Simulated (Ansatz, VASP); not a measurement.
One calculation of PbO, two programs

```
Pb O
1.0
     4.01118    0.00000    0.00000
     0.00000    4.01118    0.00000
     0.00000    0.00000   20.41449
Pb O
2 2
Direct
  0.50000 0.00000 0.44086
  0.00000 0.50000 0.55914
  0.00000 0.00000 0.50000
  0.50000 0.50000 0.50000
```

Alike in both runs: functional PBE; dispersion D3(BJ); k mesh 7 × 7 × 1; occupations gaussian, width 0.05 eV; no spin polarisation.

Ansatz relaxed the structure, and its values are those at the end. VASP's run is a single point on that final structure, the one shown.

```csv
,VASP,Ansatz
version,VASP 6.6.1,Ansatz 0.2.0
potentials or method,"VASP PAW PBE potentials, release 64 (Pb_d, O), cutoff 520 eV","scalar-relativistic, plane waves, PAW"
valence electrons in the cell,40,40
```

|  | VASP | Ansatz | Ansatz less VASP |
| --- | --- | --- | --- |
| gap on the k mesh at the Fermi level (eV) | 2.59 | 2.60 | +0.012 |
| rms of the force components (eV/Å) | 0.016 | 0.000 | -0.0155 |

Neither program's run includes spin-orbit coupling.
